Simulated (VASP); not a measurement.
Here is a VASP 6.6.1 calculation.

The input POSCAR:

```
CuI
1.0
    0.0000000000      3.0315000000      3.0315000000
    3.0315000000      0.0000000000      3.0315000000
    3.0315000000      3.0315000000      0.0000000000
Cu I
1 1
Direct
    0.7500000000      0.7500000000      0.7500000000
    0.0000000000      0.0000000000      0.0000000000
```

INCAR.step1

```
PREC = Accurate ; ENCUT = 520
EDIFF = 1E-5 ; ISMEAR = 0
SIGMA = 0.01 ; LREAL = F
LASPH = T ; NELM = 120
ALGO = Normal ; ISIF = 2
LWAVE = T ; LCHARG = F
GGA = PE ; NBANDS = 16
GGA_COMPAT = F
```

File INCAR.step2:

```
PREC = Accurate ; ENCUT = 520
EDIFF = 1E-6 ; ISMEAR = 0
SIGMA = 0.01 ; LREAL = F
LASPH = T ; NELM = 120
ALGO = Normal ; ISIF = 2
LWAVE = F ; LCHARG = F
GGA = B3 ; LHFCALC = T
AEXX = 0.2 ; AGGAX = 0.72
AGGAC = 0.81 ; ALDAC = 0.19
PRECFOCK = Normal ; ISTART = 1
NBANDS = 16 ; GGA_COMPAT = F
```

The input KPOINTS:

```
regular mesh
0
Gamma
  2 2 2
```

Potentials or basis: VASP PAW PBE potentials, release 64 (Cu, I).

Launch:

```bash
$ cat potpaw_PBE.64/Cu/POTCAR potpaw_PBE.64/I/POTCAR > POTCAR
$ cp INCAR.step1 INCAR
$ mpirun -np 1 vasp_std > vasp.out
$ cp INCAR.step2 INCAR
$ mpirun -np 1 vasp_std > vasp.out
```

Problem. Predict the band gap on the k mesh.

Solution. 3.16 eV.

Problem. Predict the pressure.

Solution. 7.0 GPa.

Caveat: the k points lie up to 0.90 Å⁻¹ apart, too coarse for converged energies, forces and pressures; the PAW data sets were made with another functional, which shifts forces and pressure a little; spin-orbit coupling is left out, which moves the levels of the heavy elements.
